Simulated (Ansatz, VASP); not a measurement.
## Tl: VASP beside Ansatz

File INCAR:

```
SYSTEM = Tl
PREC = Accurate
ENCUT = 520
EDIFF = 1E-7
ISMEAR = 0
SIGMA = 0.15
LREAL = .FALSE.
LASPH = .TRUE.
NELM = 60
ALGO = Fast
ISIF = 2
LWAVE = .FALSE.
LCHARG = .FALSE.
GGA = PE
NBANDS = 20
```

File KPOINTS:

```
regular mesh
0
G
  18 18 10
  0 0 0
```

The input POSCAR:

```
Tl
1.0
    3.5423983154      0.0000000000      0.0000000000
   -1.7711991577      3.0678069315      0.0000000000
    0.0000000000      0.0000000000      5.8012500000
Tl
2
Direct
    0.3333333333      0.6666666667      0.2500000000
    0.6666666667      0.3333333333      0.7500000000
```

Input for Ansatz:

```yaml
crystal:
  lattice:
    - [3.5423983154, 0.0, 0.0]
    - [-1.7711991577, 3.0678069315, 0.0]
    - [0.0, 0.0, 5.80125]
  atoms:
    - { symbol: Tl, position: [0.3333333333, 0.6666666667, 0.25] }
    - { symbol: Tl, position: [0.6666666667, 0.3333333333, 0.75] }
basis:
  ecutwfc: 420
kpoints:
  mp_grid: { grid: [18, 18, 10] }
hamiltonian:
  xc: pbe
scf:
  occupations: { method: gaussian, width: 0.15 }
output:
  forces: true
  stress: true
  eigenvalues: true
```

Change from the starting cell: strain +0.025 along x and y, +0.050 along z, atoms carried along.

Alike in both runs: task single point; functional PBE; k mesh 18 × 18 × 10; occupations gaussian, width 0.15 eV; no spin polarisation.

|  | VASP | Ansatz |
| --- | --- | --- |
| version | VASP 6.6.1 | Ansatz 0.2.0 |
| potentials or method | VASP PAW PBE potentials, release 64 (Tl_d), cutoff 520 eV | scalar-relativistic, plane waves, PAW |
| valence electrons in the cell | 26 | 26 |

|  | VASP | Ansatz | Ansatz less VASP |
| --- | --- | --- | --- |
| gap on the k mesh at the Fermi level (eV) | none | none | - |
| pressure (GPa) | -0.2 | -0.1 | +0.05 |
| traceless stress, the component that is largest in VASP (GPa) | -0.70 | -0.70 | +0.003 |

A gap of «none» marks a metal or a gap that the smearing closes. With one functional, cell and mesh, what is left measures potentials, basis and numerics.

Neither program's run includes spin-orbit coupling.
